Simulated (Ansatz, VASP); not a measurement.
## MnF2: VASP beside Ansatz

The input INCAR:

```
SYSTEM = MnF2
ALGO = Normal
EDIFF = 1E-8
ENCUT = 520
GGA = PE
ISIF = 2
ISMEAR = -1
ISPIN = 2
LASPH = .TRUE.
LCHARG = .FALSE.
LDAU = .TRUE.
LDAUJ = 0 0
LDAUL = 2 -1
LDAUPRINT = 1
LDAUTYPE = 2
LDAUU = 2.9 0
LEFG = .TRUE.
LMAXMIX = 4
LORBIT = 11
LREAL = .FALSE.
LWAVE = .FALSE.
MAGMOM = 5 -5 0 0 0 0
NBANDS = 40
NELM = 150
PREC = Accurate
SIGMA = 0.02
```

Contents of KPOINTS:

```
k-points
0
G
  5 5 7
  0 0 0
```

File POSCAR:

```
MnF2
1.0
    4.8738000000      0.0000000000      0.0000000000
    0.0000000000      4.8738000000      0.0000000000
    0.0000000000      0.0000000000      3.3107000000
Mn F
2 4
Direct
    0.0000000000      0.0000000000      0.0000000000
    0.5000000000      0.5000000000      0.5000000000
    0.3044139736      0.3044139736      0.0000000000
    0.1955860264      0.8044139736      0.5000000000
    0.6955860264      0.6955860264      0.0000000000
    0.8044139736      0.1955860264      0.5000000000
```

Input for Ansatz:

```yaml
crystal:
  lattice:
    - [4.8738, 0.0, 0.0]
    - [0.0, 4.8738, 0.0]
    - [0.0, 0.0, 3.3107]
  atoms:
    - { symbol: Mn, position: [0.0, 0.0, 0.0], spin: 5.0 }
    - { symbol: Mn, position: [0.5, 0.5, 0.5], spin: -5.0 }
    - { symbol: F, position: [0.3044139736, 0.3044139736, 0.0] }
    - { symbol: F, position: [0.1955860264, 0.8044139736, 0.5] }
    - { symbol: F, position: [0.6955860264, 0.6955860264, 0.0] }
    - { symbol: F, position: [0.8044139736, 0.1955860264, 0.5] }
magnetization:
  spin_polarized: true
kpoints:
  mp_grid: { grid: [5, 5, 7] }
scf:
  occupations: { method: fermi_dirac, width: 0.02 }
hamiltonian:
  xc: pbe
  pseudopotentials: { kind: paw }
  hubbard: [{ species: Mn, l: d, u_eff: 2.9 }]
output:
  forces: true
  stress: true
  populations: true
  efg: { quadrupole_moments_barn: { Mn: 0.33 }, contact_densities: true }
```

Alike in both runs: task electric field gradients; functional PBE; k mesh 5 × 5 × 7; occupations fermi-dirac, width 0.02 eV; collinear spin; Hubbard terms Mn d U = 2.9 eV.

|  | VASP | Ansatz |
| --- | --- | --- |
| version | VASP 6.6.1 | Ansatz 0.2.0 |
| potentials or method | VASP PAW PBE potentials, release 64 (Mn_pv, F) | plane-wave PAW, scalar-relativistic |
| plane-wave cutoff (eV) | 520 | 420 |
| valence electrons in the cell | 54 | 58 |

Ansatz gave:

```
gap on the k mesh at the Fermi level (eV)                     : 3.33
pressure (GPa)                                                : 4.7
traceless stress, the component that is largest in VASP (GPa) : 0.26
rms of the force components (eV/Å)                            : 0.013
net moment per atom (μB)                                      : 0.00
size of the moment on the site where the two differ most (μB) : 4.20
size of Vzz on the site where it differs most (V/Å²)          : 61.8
```

Question: Which values does VASP return?

Answer: gap on the k mesh at the Fermi level (eV): 3.24; pressure (GPa): 4.0; traceless stress, the component that is largest in VASP (GPa): 0.14; rms of the force components (eV/Å): 0.012; net moment per atom (μB): 0.00; size of the moment on the site where the two differ most (μB): 4.64; size of Vzz on the site where it differs most (V/Å²): 59.8.

Site moments also hang on the region over which each program counts them. The programs project onto different local orbitals, so the same U acts differently, and such runs can settle in different states. Atom by atom the forces differ by 0.001 eV/Å (rms over components). VASP's potentials hold 54 valence electrons a cell and Ansatz's 58, so a difference there can come from the potentials and not from the codes.
